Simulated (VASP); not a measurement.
Here is a VASP 6.6.1 calculation.

File INCAR:

```
PREC = Accurate
ENCUT = 520
EDIFF = 1E-6
ISMEAR = 0
SIGMA = 0.1
LREAL = Auto
LASPH = T
NELM = 100
ALGO = Normal
ISIF = 2
LWAVE = F
LCHARG = T
GGA = PE
LELF = T
LVHAR = T
ISYM = 0
NBANDS = 126
```

KPOINTS

```
Automatic mesh
0
Gamma
  2 2 2
  0.5 0.5 0.5
```

POSCAR

```
WC
1.0
   -3.1019269269     -5.3251794215     -2.9123610093
   -2.7421544963      5.1228463398     -2.9219265889
    5.8935492906      0.2104055236     -2.9679083071
W C
12 12
Direct
    0.3294015141      0.2827586209      0.3074781745
    0.1647880478      0.6601727654      0.1807953871
    0.4911265898      0.5002426919      0.0044647306
    0.1620666602      0.1686241625      0.6690091138
    0.3186962505      0.8643303354      0.8618750631
    0.9504199206      0.4838097666      0.4947359666
    0.6600895914      0.1538849600      0.1669447316
    0.8277788927      0.8236273594      0.3344639927
    0.8280945780      0.3368809441      0.8566174290
    0.9898791605     -0.0035786140      1.0014595990
    0.7006749496      0.6652417481      0.6766084073
    0.3295813007      0.5844010034      0.5808453635
    0.7178914964      0.1073688174      0.5196711289
    0.3149925056     -0.0217300732      0.1669981600
    0.4917580372      0.6344628291      0.3287062967
    0.1615065336      0.3306891796     -0.0038259597
    0.4918005674      0.1887533111      0.8556892834
    0.1396156096      0.8120506140      0.5003613676
    1.0029489074      0.1537711820      0.3278397264
    0.6582155970      0.8296018749      0.9985486134
    0.8204927765      0.4940686182      0.1667541364
    0.8315079804     -0.0002365484      0.6613790056
    0.0037909939      0.6693973901      0.8532894919
    0.6419132153      0.2889587330      0.4993032058
```

Potentials or basis: VASP PAW PBE potentials, release 64 (W_sv, C).

Launch:

```sh
$ cat potpaw_PBE.64/W_sv/POTCAR potpaw_PBE.64/C/POTCAR > POTCAR
$ mpirun -np 1 vasp_std > vasp.out
```

(1) Predict the pressure.

(2) What does it give for the largest force?

(3) Predict the band gap on the k mesh.

## Answers

(1) 1.1 GPa.

(2) 0.126 eV/Å.

(3) 0.11 eV (least direct gap 0.20 eV).

Caveat: spin-orbit coupling is left out, which moves the levels of the heavy elements; a shifted mesh leaves out Γ, where band edges can lie.
